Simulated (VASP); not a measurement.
# Ir2O (P6/mmm) in VASP: further runs, part 2 of 2

VASP 6.6.1. Earlier steps stand in the parts before.

### 4 Relaxation of cell and atoms, PBE

This run uses another cell than the first one, of 13.68 Å³/atom.

INCAR

```
SYSTEM = Ir2O
ALGO = Normal
EDIFF = 1E-6
EDIFFG = -0.01
ENCUT = 600
GGA = PE
IBRION = 2
ISIF = 3
ISMEAR = 0
LASPH = .TRUE.
LCHARG = .FALSE.
LREAL = .FALSE.
LWAVE = .FALSE.
NELM = 100
NSW = 100
PREC = Accurate
SIGMA = 0.1
```

KPOINTS

```
k-points
0
G
  12 12 18
  0 0 0
```

POSCAR

```
Ir2O
1.0
    4.2249052683      0.0000000000      0.0000000000
   -2.1124526341      3.6588752909      0.0000000000
    0.0000000000      0.0000000000      2.6542260724
Ir O
2 1
Direct
    0.3333333333      0.6666666667      0.5000000000
    0.6666666667      0.3333333333      0.5000000000
    0.0000000000      0.0000000000      0.0000000000
```

Potentials or basis: VASP PAW PBE potentials, release 64 (Ir, O).

Started as:

```sh
> cat potpaw_PBE.64/Ir/POTCAR potpaw_PBE.64/O/POTCAR > POTCAR
> mpirun -np 1 vasp_std > vasp.out
```

OUTCAR:

```text
SYSTEM = Ir2O
   EDIFF = 1E-6
   EDIFFG = -0.01
   ENCUT = 600
   GGA = PE
   IBRION = 2
   ISIF = 3
   ISMEAR = 0
   LASPH = .TRUE.
   LREAL = .FALSE.
   NELM = 100
   NSW = 100
   PREC = Accurate

 ion  position               nearest neighbor table
   1  0.333  0.667  0.500-   2 2.44   2 2.44   2 2.44
   2  0.667  0.333  0.500-   1 2.44   1 2.44   1 2.44
   3  0.000  0.000  0.000-

  LATTYP: Found a hexagonal cell.
 ALAT       =     4.2249052683
 C/A-ratio  =     0.6282332748

  Lattice vectors:

 A1 = (   4.2249052683,   0.0000000000,   0.0000000000)
 A2 = (  -2.1124526341,   3.6588752909,   0.0000000000)
 A3 = (   0.0000000000,   0.0000000000,   2.6542260724)

Analysis of symmetry for initial positions (statically):
=====================================================================
 Subroutine PRICEL returns:
 Original cell was already a primitive cell.

 Routine SETGRP: Setting up the symmetry group for a
 hexagonal supercell.

 Subroutine GETGRP returns: Found 24 space group operations
 (whereof 24 operations were pure point group operations)
 out of a pool of 24 trial point group operations.

The static configuration has the point symmetry D_6h.

Analysis of symmetry for dynamics (positions and initial velocities):
=====================================================================
 Subroutine PRICEL returns:
 Original cell was already a primitive cell.

 Routine SETGRP: Setting up the symmetry group for a
 hexagonal supercell.

 Subroutine GETGRP returns: Found 24 space group operations
 (whereof 24 operations were pure point group operations)
 out of a pool of 24 trial point group operations.

The dynamic configuration has the point symmetry D_6h.

 Subroutine INISYM returns: Found 24 space group operations
 (whereof 24 operations are pure point group operations),
[... 125 lines left out ...]
   AEXX    =    0.0000 exact exchange contribution
   IVDW    =     0    specifies the selected vdW correction
   LEPSILON=     F    determine dielectric tensor
   LRPA    =     F    only Hartree local field effects (RPA)
 conjugate gradient relaxation of ions
 non-spin polarized calculation
 Gauss-broadening in eV      SIGMA  =   0.10
  energy-cutoff  :      600.00
  volume of cell :       41.03
 maximum number of plane-waves:      1402
 NGX is ok and might be reduce to    36
   NGX = 17   NGY = 17   NGZ = 11

--------------------------------------- Ionic step        1  -------------------------------------------

 number of electron      24.0000005 magnetization

 Free energy of the ion-electron system (eV)
  ---------------------------------------------------
  ext. energy  EPLUGINS =         0.00000000
  ---------------------------------------------------
  free energy    TOTEN  =       -19.44603460 eV

  energy without entropy =      -19.42960414  energy(sigma->0) =      -19.43781937

------------------------ aborting loop because EDIFF is reached ----------------------------------------

  FORCE on cell =-STRESS in cart. coord.  units (eV):
  Direction    XX          YY          ZZ          XY          YZ          ZX
  --------------------------------------------------------------------------------------
  -------------------------------------------------------------------------------------
  Total        0.1657111      0.1657111     -0.7881205      0.0000000     -0.0000000      0.0000000
  in kB        6.4708263      6.4708263    -30.7751860      0.0000000     -0.0000000      0.0000000
  external PRESSURE =      -5.9445111 kB  Pullay stress =       0.0000000 kB
[... 135 lines left out ...]
--------------------------------------- Ionic step        5  -------------------------------------------

 number of electron      24.0000006 magnetization

 Free energy of the ion-electron system (eV)
  ---------------------------------------------------
  ext. energy  EPLUGINS =         0.00000000
  ---------------------------------------------------
  free energy    TOTEN  =       -19.44973332 eV

  energy without entropy =      -19.43235521  energy(sigma->0) =      -19.44104426

 E-fermi :   6.8817     XC(G=0): -12.7503

 val. band max:        6.8793870492   @ k =   0.3333  -0.0000   0.3889
 cond. band min:       6.8831413174   @ k =   0.0833   0.0833   0.0556
 fundamental gap:      0.0037542682
 Fermi energy:         6.8817325623

 k-point     1 :       0.0000    0.0000    0.0000
  band No.  band energies     occupation
      1     -10.7928      2.00000
      2       0.1605      2.00000
      3       1.3761      2.00000
      4       1.6245      2.00000
      5       1.6245      2.00000
      6       2.4599      2.00000
[... 433 lines left out ...]
      3       1.3885      2.00000
      4       1.5612      2.00000
      5       1.8144      2.00000
      6       2.3040      2.00000
[... 8 lines left out ...]
     15       7.7590      0.00000
     16      10.8064      0.00000

 [... further k-points ...]

------------------------ aborting loop because EDIFF is reached ----------------------------------------

  FORCE on cell =-STRESS in cart. coord.  units (eV):
  Direction    XX          YY          ZZ          XY          YZ          ZX
  --------------------------------------------------------------------------------------
  -------------------------------------------------------------------------------------
  Total       -0.0006496     -0.0006496     -0.0032883     -0.0000000     -0.0000000      0.0000000
  in kB       -0.0254682     -0.0254682     -0.1289170     -0.0000000     -0.0000000      0.0000000
  external PRESSURE =      -0.0599512 kB  Pullay stress =       0.0000000 kB
[... 18 lines left out ...]
  FREE ENERGIE OF THE ION-ELECTRON SYSTEM (eV)
  ---------------------------------------------------
  free  energy   TOTEN  =       -19.4497333200 eV

  energy  without entropy=      -19.4323552079  energy(sigma->0) =      -19.44104426

 reached required accuracy - stopping structural energy minimisation
```

It took 2.5 min on 1 thread of Intel Xeon 6975P-C (Granite Rapids), shared host; peak memory 0.3 GiB.

What came out:

```
Free energy                           : -19.4497 eV
Relaxed volume                        : 13.62 Å³/atom
Relaxed cell                          : a = 4.234 Å, b = 4.234 Å, c = 2.632 Å, α = 90.00°, β = 90.00°, γ = 120.00°
Space group after relaxing (to 0.1 Å) : P6/mmm (No. 191)
Energy gained by relaxing             : 1.2 meV/atom
Ionic steps                           : 5
Pressure after relaxing               : 0.0 GPa
Band gap on the k mesh                : zero (bands 12 and 13 overlap by 1.43 eV)
```

The path:
```csv
step,energy change (eV),largest force (eV/Å),pressure (GPa),volume (Å³)
1,0.0000,0.0000,-0.59,41.03
2,-0.0027,0.0000,0.70,40.73
3,-0.0037,0.0000,0.26,40.83
4,-0.0036,0.0000,-0.46,40.94
5,-0.0037,0.0000,-0.01,40.87
```

Final structure:
```xyz
3
Lattice="4.2343 0.0000 0.0000 -2.1171 3.6670 0.0000 0.0000 0.0000 2.6320" Properties=species:S:1:pos:R:3 pbc="T T T"
Ir    0.0000    2.4446    1.3160
Ir    2.1171    1.2223    1.3160
O     0.0000    0.0000    0.0000
```

Caveat: spin-orbit coupling is left out, which moves the levels of the heavy elements.

### 5 Summary

| task | spin | cell | k mesh | cutoff (eV) | gap on the mesh (eV) | pressure (GPa) | relaxed volume (Å³/atom) |
| --- | --- | --- | --- | --- | --- | --- | --- |
| single point | off | a = 4.234, b = 4.234, c = 2.632 Å, angles 90.0, 90.0, 120.0°, 3 atoms | 12 × 12 × 18 | 520 | none | 0.0 | - |
| relaxation of cell and atoms | collinear | relaxed from a = 3.541, b = 3.541, c = 3.620 Å, angles 90.0, 90.0, 120.0°, 3 atoms | 6 × 6 × 6 | 600 | none | 0.1 | 13.66 |
| relaxation of cell and atoms | off | relaxed from a = 4.225, b = 4.225, c = 2.654 Å, angles 90.0, 90.0, 120.0°, 3 atoms | 12 × 12 × 18 | 600 | none | 0.0 | 13.62 |

Alike in all rows: level PBE; potentials or basis VASP PAW PBE potentials, release 64 (Ir, O); smearing gaussian 0.1 eV.

Caveats: spin-orbit coupling is left out, which moves the levels of the heavy elements; a cell axis changed by over 15 % at a fixed basis, so the end point is rough (at least some runs).

Absolute energies hang on the potentials; compare differences alone.

The gap in the log of VASP goes by the Fermi energy; the results here count the filled bands.